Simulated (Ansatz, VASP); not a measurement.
Two plane-wave programs on AlN

File POSCAR:

```
AlN
1.0
    0.0000000000      1.9683967343      1.9683967343
    1.9683967343      0.0000000000      1.9683967343
    1.9683967343      1.9683967343      0.0000000000
Al N
1 1
Direct
    0.0000000000      0.0000000000      0.0000000000
    0.5000000000      0.5000000000      0.5000000000
```

The input INCAR.step1:

```
PREC = Accurate
ENCUT = 520
ISMEAR = 0
SIGMA = 0.01
LREAL = False
LASPH = True
NELM = 60
NBANDS = 11
GGA = PE
ALGO = Normal
EDIFF = 1E-4
LWAVE = True
LCHARG = False
```

File INCAR.step2:

```
PREC = Accurate
ENCUT = 520
EDIFF = 1E-7
ISMEAR = 0
SIGMA = 0.01
LREAL = False
LASPH = True
NELM = 60
ALGO = Normal
ISIF = 2
LWAVE = False
LCHARG = True
METAGGA = R2SCAN
LMIXTAU = True
LELF = True
LVHAR = True
NBANDS = 11
ISTART = 1
```

Contents of KPOINTS:

```
Automatic mesh
0
Gamma
  10 10 10
```

Input for Ansatz:

```yaml
crystal:
  lattice:
    - [0.0, 1.9683967343, 1.9683967343]
    - [1.9683967343, 0.0, 1.9683967343]
    - [1.9683967343, 1.9683967343, 0.0]
  atoms:
    - { symbol: Al, position: [0.0, 0.0, 0.0] }
    - { symbol: "N", position: [0.5, 0.5, 0.5] }
kpoints:
  mp_grid: { grid: [10, 10, 10] }
  band_path:
    path:
      - [0.0, 0.0, 0.0]
      - [0.5, 0.0, 0.5]
      - [0.625, 0.25, 0.625]
      - [0.375, 0.375, 0.75]
      - [0.5, 0.5, 0.5]
      - [0.5, 0.25, 0.75]
      - [0.0, 0.5, 0.5]
    npoints: 1
hamiltonian:
  xc: r2scan
scf:
  occupations: { method: fixed }
  n_extra_bands: 4
output:
  forces: true
  stress: true
  eigenvalues: true
```

Change from the starting cell: hydrostatic strain -2.5%.

Alike in both runs: task single point; functional r2SCAN; k mesh 10 × 10 × 10; no spin polarisation.

|  | VASP | Ansatz |
| --- | --- | --- |
| version | VASP 6.6.1 | Ansatz 0.2.0 |
| potentials or method | VASP PAW PBE potentials, release 64 (Al, N) | plane waves, PAW |
| plane-wave cutoff (eV) | 520 | 500 |
| occupations | gaussian, width 0.01 eV | fixed |
| valence electrons in the cell | 8 | 8 |

Ansatz gave:

| Quantity | Value |
| --- | --- |
| gap on the k mesh at the Fermi level (eV) | 5.87 |
| pressure (GPa) | 24.3 |

Question: What did VASP give for the same quantities?

Answer: gap on the k mesh at the Fermi level (eV): 5.84; pressure (GPa): 23.4.

VASP's potentials were made for PBE, not for r2SCAN.
